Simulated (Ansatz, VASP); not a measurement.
Zr2Zn2N: VASP beside Ansatz

```
CELL_PARAMETERS angstrom
1.63791 -2.83790 -0.00076
-4.90199 -2.83111 0.00022
0.00219 -0.00174 -8.83218
ATOMIC_POSITIONS crystal
Zr 0.50009 0.83309 0.85788
Zr 0.00012 0.33336 0.85847
Zr 0.99995 0.66689 0.14207
Zr 0.49988 0.16663 0.14156
Zn 0.50024 0.83525 0.39438
Zn 0.99938 0.33130 0.39359
Zn 0.00050 0.66470 0.60565
Zn 0.49983 0.16879 0.60639
N 0.49996 0.50033 0.00026
N 0.00005 0.99966 0.99974
```

Change from the starting cell: cell x2, atoms moved at random (sigma 0.1 Å) and cell strained at random (1.5 %), then relaxed without symmetry.

Alike in both runs: functional PBE; k mesh 6 × 4 × 4; occupations gaussian, width 0.2 eV; no spin polarisation.

Ansatz relaxed the structure, and its values are those at the end. VASP's run is a single point on that final structure, the one shown.

|  | VASP | Ansatz |
| --- | --- | --- |
| version | VASP 6.6.1 | Ansatz 0.2.0 |
| potentials or method | VASP PAW PBE potentials, release 64 (Zr_sv, Zn, N), cutoff 520 eV | scalar-relativistic, plane waves, PAW |
| valence electrons in the cell | 106 | 106 |

|  | VASP | Ansatz | Ansatz less VASP |
| --- | --- | --- | --- |
| gap on the k mesh at the Fermi level (eV) | none | none | - |
| pressure (GPa) | 0.1 | -0.1 | -0.21 |
| rms of the force components (eV/Å) | 0.006 | 0.007 | +0.0004 |

A gap of «none» marks a metal or a gap that the smearing closes. With one functional, cell and mesh, what is left measures potentials, basis and numerics.
